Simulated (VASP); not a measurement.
# GaS (P6_3/mmc) in VASP: electric field gradients with r2SCAN

Aim: the electric field gradients of GaS with r2SCAN.

All numbers are computed with VASP 6.6.1; they aren't measurements. Logs are shortened: lines on timing, memory, paths and dates and some standing lists are left out, and cuts for length are marked.

### 1 The cell of the first run

It takes space group P6_3/mmc (No. 194, hexagonal). Conventional cell: a = 3.585 Å, b = 3.585 Å, c = 15.500 Å, α = 90.00°, β = 90.00°, γ = 120.00°. Ga (site symmetry 3m) has 3 S at 2.34 Å and 1 Ga at 2.45 Å within 3.1 Å. S (site symmetry 3m) has 3 Ga at 2.34 Å within 3.1 Å.

### 2 Electric field gradients, r2SCAN

The input, POSCAR:

```
GaS
1.0
    3.5850000000      0.0000000000      0.0000000000
   -1.7925000000      3.1047010726      0.0000000000
    0.0000000000      0.0000000000     15.5000000000
Ga S
4 4
Direct
    0.3333333333      0.6666666667      0.1710183689
    0.6666666667      0.3333333333      0.6710183689
    0.3333333333      0.6666666667      0.3289816311
    0.6666666667      0.3333333333      0.8289816311
    0.3333333333      0.6666666667      0.6008025009
    0.6666666667      0.3333333333      0.1008025009
    0.3333333333      0.6666666667      0.8991974991
    0.6666666667      0.3333333333      0.3991974991
```

The input, INCAR.step1:

```
SYSTEM = GaS
  PREC = Accurate
  ENCUT = 440
  ISMEAR = -1
  SIGMA = 0.02
  LREAL = .False.
  LASPH = .True.
  NELM = 120
  NBANDS = 48
  GGA = PE
  ALGO = Normal
  EDIFF = 1E-5
  LWAVE = .True.
  LCHARG = .False.
  GGA_COMPAT = .False.
```

The input, INCAR.step2:

```
SYSTEM = GaS
  PREC = Accurate
  ENCUT = 440
  EDIFF = 1E-8
  ISMEAR = -1
  SIGMA = 0.02
  LREAL = .False.
  LASPH = .True.
  NELM = 120
  ALGO = Normal
  ISIF = 2
  LWAVE = .False.
  LCHARG = .False.
  METAGGA = R2SCAN
  LMIXTAU = .True.
  LEFG = .True.
  NBANDS = 48
  ISTART = 1
  GGA_COMPAT = .False.
```

The input, KPOINTS:

```
regular mesh
0
Gamma
  14 14 3
  0 0 0
```

Potentials or basis: VASP PAW PBE potentials, release 64 (Ga_d, S).

Launch:

```console
$ cat potpaw_PBE.64/Ga_d/POTCAR potpaw_PBE.64/S/POTCAR > POTCAR
$ cp INCAR.step1 INCAR
$ mpirun -np 1 vasp_std > vasp.out
$ cp INCAR.step2 INCAR
$ mpirun -np 1 vasp_std > vasp.out
```

OUTCAR:

```text
SYSTEM = GaS
   PREC = Accurate
   ENCUT = 440
   EDIFF = 1E-8
   ISMEAR = -1
   LREAL = .False.
   LASPH = .True.
   NELM = 120
   ISIF = 2
   METAGGA = R2SCAN
   ISTART = 1

 ion  position               nearest neighbor table
   1  0.333  0.667  0.171-   6 2.34   6 2.34   6 2.34   3 2.45
   2  0.667  0.333  0.671-   5 2.34   5 2.34   5 2.34   4 2.45
   3  0.333  0.667  0.329-   8 2.34   8 2.34   8 2.34   1 2.45
   4  0.667  0.333  0.829-   7 2.34   7 2.34   7 2.34   2 2.45
   5  0.333  0.667  0.601-   2 2.34   2 2.34   2 2.34
   6  0.667  0.333  0.101-   1 2.34   1 2.34   1 2.34
   7  0.333  0.667  0.899-   4 2.34   4 2.34   4 2.34
   8  0.667  0.333  0.399-   3 2.34   3 2.34   3 2.34

  LATTYP: Found a hexagonal cell.
 ALAT       =     3.5850000000
 C/A-ratio  =     4.3235704324

  Lattice vectors:

 A1 = (   3.5850000000,   0.0000000000,   0.0000000000)
 A2 = (  -1.7925000000,   3.1047010726,   0.0000000000)
 A3 = (   0.0000000000,   0.0000000000,  15.5000000000)

Analysis of symmetry for initial positions (statically):
=====================================================================
 Subroutine PRICEL returns:
 Original cell was already a primitive cell.

 Routine SETGRP: Setting up the symmetry group for a
 hexagonal supercell.

 Subroutine GETGRP returns: Found 24 space group operations
 (whereof 12 operations were pure point group operations)
 out of a pool of 24 trial point group operations.

The static configuration has the point symmetry D_3d.
 The point group associated with its full space group is D_6h.

Analysis of symmetry for dynamics (positions and initial velocities):
=====================================================================
 Subroutine PRICEL returns:
 Original cell was already a primitive cell.

 Routine SETGRP: Setting up the symmetry group for a
 hexagonal supercell.

 Subroutine GETGRP returns: Found 24 space group operations
 (whereof 12 operations were pure point group operations)
 out of a pool of 24 trial point group operations.

The dynamic configuration has the point symmetry D_3d.
 The point group associated with its full space group is D_6h.

 Subroutine INISYM returns: Found 24 space group operations
 (whereof 12 operations are pure point group operations),
 and found     1 'primitive' translations

----------------------------------------------------------------------------------------

                                     Primitive cell

  volume of cell :     172.5205

  direct lattice vectors                    reciprocal lattice vectors
     3.585000000  0.000000000  0.000000000     0.278940028  0.161046100  0.000000000
    -1.792500000  3.104701073  0.000000000     0.000000000  0.322092200  0.000000000
     0.000000000  0.000000000 15.500000000     0.000000000  0.000000000  0.064516129

  length of vectors
     3.585000000  3.585000000 15.500000000     0.322092200  0.322092200  0.064516129

  position of ions in fractional coordinates (direct lattice)
     0.333333333  0.666666667  0.171018369
     0.666666667  0.333333333  0.671018369
     0.333333333  0.666666667  0.328981631
     0.666666667  0.333333333  0.828981631
     0.333333333  0.666666667  0.600802501
     0.666666667  0.333333333  0.100802501
     0.333333333  0.666666667  0.899197499
     0.666666667  0.333333333  0.399197499

  ion indices of the primitive-cell ions
   primitive index   ion index
                 1           1
                 2           2
                 3           3
                 4           4
                 5           5
                 6           6
                 7           7
                 8           8

----------------------------------------------------------------------------------------

 KPOINTS: regular mesh
[... 71 lines left out ...]
   NSW    =      0    number of steps for IOM
   IBRION =     -1    ionic relax: 0-MD 1-quasi-New 2-CG
   NFREE  =      0    steps in history (QN), initial steepest desc. (CG)
   ISIF   =      2    stress and relaxation
   ISYM   =      2    0-nonsym 1-usesym 2-fastsym
   POTIM  = 0.5000    time-step for ionic-motion
   TEBEG  =    0.0;   TEEND  =   0.0 temperature during run
   PSTRESS=    0.0 pullay stress
   NELECT =      76.0000    total number of electrons
   NUPDOWN=      -1.0000    fix difference up-down
   EMIN   =  10.00;   EMAX   =-10.00  energy-range for DOS
   EFERMI =   0.00;   METHOD = LEGACY
   ISMEAR =    -1;   SIGMA  =   0.02  broadening in eV -4-tet -1-fermi 0-gaus
   EFERMI_NEDOS =   21; number of points for ismear=-14 and -15
   IALGO  =     38    algorithm
   IMIX   =      4    mixing-type and parameters
     AMIX     =   0.40;   BMIX     =  1.00
     AMIX_MAG =   1.60;   BMIX_MAG =  1.00
  volume/ion in A,a.u.               =      21.57       145.53
  Fermi-wavevector in a.u.,A,eV,Ry     =   1.245659  2.353954 21.111700  1.551666
  Thomas-Fermi vector in A             =   2.379871
   LORBIT       =      0    0 simple, 1 ext, 2 COOP (PROOUT), +10 PAW based schemes
   METAGGA = R2SCAN    functional components
   LHFCALC =     F    Hartree Fock is set to
   AEXX    =    0.0000 exact exchange contribution
   IVDW    =     0    specifies the selected vdW correction
   LEPSILON=     F    determine dielectric tensor
   LRPA    =     F    only Hartree local field effects (RPA)
 non-spin polarized calculation
  energy-cutoff  :      440.00
  volume of cell :      172.52
 maximum number of plane-waves:      3644
 NGX is ok and might be reduce to    28
   NGX = 13   NGY = 13   NGZ = 53

 number of electron      76.0000046 magnetization

 Free energy of the ion-electron system (eV)
  ---------------------------------------------------
  ext. energy  EPLUGINS =         0.00000000
  ---------------------------------------------------
  free energy    TOTEN  =       -83.97194253 eV

  energy without entropy =      -83.97194253  energy(sigma->0) =      -83.97194253

 E-fermi :   4.0932     XC(G=0): -10.1714

 val. band max:        3.7092914652   @ k =   0.0000   0.0000   0.0000
 cond. band min:       5.5915928965   @ k =   0.5000   0.0000   0.0000
 fundamental gap:      1.8823014313
 Fermi energy:         4.0932442203

 k-point     1 :       0.0000    0.0000    0.0000
  band No.  band energies     occupation
      1     -11.7205      2.00000
      2     -11.7136      2.00000
      3     -11.5754      2.00000
      4     -11.5754      2.00000
      5     -11.5753      2.00000
      6     -11.5753      2.00000
[... 1213 lines left out ...]
     47      10.5807      0.00000
     48      10.7724      0.00000

 [... further k-points ...]

------------------------ aborting loop because EDIFF is reached ----------------------------------------

  FORCE on cell =-STRESS in cart. coord.  units (eV):
  Direction    XX          YY          ZZ          XY          YZ          ZX
  --------------------------------------------------------------------------------------
  -------------------------------------------------------------------------------------
  Total       -0.0845897     -0.0845897     -0.3016823      0.0000000      0.0000000     -0.0000000
  in kB       -0.7855741     -0.7855741     -2.8016877      0.0000000      0.0000000     -0.0000000
  external PRESSURE =      -1.4576120 kB  Pullay stress =       0.0000000 kB

 VOLUME and BASIS-vectors are now :
 -----------------------------------------------------------------------------
  energy-cutoff  :      440.00
  volume of cell :      172.52
      direct lattice vectors                 reciprocal lattice vectors
     3.585000000  0.000000000  0.000000000     0.278940028  0.161046100  0.000000000
    -1.792500000  3.104701073  0.000000000     0.000000000  0.322092200  0.000000000
     0.000000000  0.000000000 15.500000000     0.000000000  0.000000000  0.064516129

 POSITION                                       TOTAL-FORCE (eV/Angst)
 -----------------------------------------------------------------------------------
     -0.00000      2.06980      2.65078        -0.000000     -0.000000     -0.104495
      1.79250      1.03490     10.40078         0.000000      0.000000     -0.104495
     -0.00000      2.06980      5.09922        -0.000000     -0.000000      0.104495
      1.79250      1.03490     12.84922         0.000000      0.000000      0.104495
     -0.00000      2.06980      9.31244        -0.000000     -0.000000      0.228910
      1.79250      1.03490      1.56244         0.000000     -0.000000      0.228910
     -0.00000      2.06980     13.93756        -0.000000      0.000000     -0.228910
      1.79250      1.03490      6.18756         0.000000      0.000000     -0.228910
 -----------------------------------------------------------------------------------
    total drift:                                0.000000     -0.000000      0.000000

  FREE ENERGIE OF THE ION-ELECTRON SYSTEM (eV)
  ---------------------------------------------------
  free  energy   TOTEN  =       -83.9719425298 eV

  energy  without entropy=      -83.9719425298  energy(sigma->0) =      -83.97194253

 Electric field gradients (V/A^2)
---------------------------------------------------------------------
 ion       V_xx      V_yy      V_zz      V_xy      V_xz      V_yz
---------------------------------------------------------------------
   1      39.180    39.184   -78.364     0.003     0.000    -0.000
   2      39.180    39.184   -78.364     0.003    -0.000     0.000
   3      39.180    39.184   -78.364     0.003    -0.000     0.000
   4      39.180    39.184   -78.364     0.003     0.000    -0.000
   5      25.840    25.841   -51.681     0.000    -0.000     0.000
   6      25.840    25.841   -51.681     0.000     0.000    -0.000
   7      25.840    25.841   -51.681     0.000     0.000    -0.000
   8      25.840    25.841   -51.681     0.000    -0.000     0.000
---------------------------------------------------------------------

 Electric field gradients after diagonalization (V/A^2)
 (convention: |V_zz| > |V_xx| > |V_yy|)
----------------------------------------------------------------------
 ion       V_xx      V_yy      V_zz     asymmetry (V_yy - V_xx)/ V_zz
----------------------------------------------------------------------
   1      39.186    39.178   -78.364       0.000
   2      39.186    39.178   -78.364       0.000
   3      39.186    39.178   -78.364       0.000
   4      39.186    39.178   -78.364       0.000
   5      25.841    25.840   -51.681       0.000
   6      25.841    25.840   -51.681       0.000
   7      25.841    25.840   -51.681       0.000
   8      25.841    25.840   -51.681       0.000
----------------------------------------------------------------------

           NMR quadrupolar parameters

 Cq : quadrupolar parameter    Cq=e*Q*V_zz/h
 eta: asymmetry parameters     (V_yy - V_xx)/ V_zz
 Q  : nuclear electric quadrupole moment in mb (millibarn)
----------------------------------------------------------------------
 ion       Cq(MHz)       eta       Q (mb)
----------------------------------------------------------------------
   1      -0.189       0.000       1.000
   2      -0.189       0.000       1.000
   3      -0.189       0.000       1.000
   4      -0.189       0.000       1.000
   5      -0.125       0.000       1.000
   6      -0.125       0.000       1.000
   7      -0.125       0.000       1.000
   8      -0.125       0.000       1.000
----------------------------------------------------------------------
```

It took 26 min on 1 thread of Intel Xeon Platinum 8559C (Emerald Rapids), shared host; peak memory 0.44 GiB.

What came out:

```yaml
Free_energy: -83.9719 eV
Pressure: -0.1 GPa
Largest_force: 0.229 eV/Å
Band_gap_on_the_k_mesh: 1.88 eV (least direct gap 2.21 eV)
Largest_electric_field_gradient_by_atom: Ga -78.4; S -51.7 V/Å²
```

Forces in eV/Å, atoms in the order of the input:
```
Ga   0.000  0.000 -0.104
Ga   0.000  0.000 -0.104
Ga   0.000  0.000  0.104
Ga   0.000  0.000  0.104
S    0.000  0.000  0.229
S    0.000  0.000  0.229
S    0.000  0.000 -0.229
S    0.000  0.000 -0.229
```

Electric field gradients, principal values (V/Å²):
| atom | least | middle | greatest (by size) |
| --- | --- | --- | --- |
| 1 Ga | 39.178 | 39.186 | -78.364 |
| 2 Ga | 39.178 | 39.186 | -78.364 |
| 3 Ga | 39.178 | 39.186 | -78.364 |
| 4 Ga | 39.178 | 39.186 | -78.364 |
| 5 S | 25.840 | 25.841 | -51.681 |
| 6 S | 25.840 | 25.841 | -51.681 |
| 7 S | 25.840 | 25.841 | -51.681 |
| 8 S | 25.840 | 25.841 | -51.681 |

Caveat: without QUAD_EFG the Cq values of the log hold for a quadrupole moment of 1 mb, not for the nuclei; the PAW data sets were made with another functional, which shifts forces and pressure a little; an odd mesh through Γ misses points on the zone boundary, where band edges can lie.
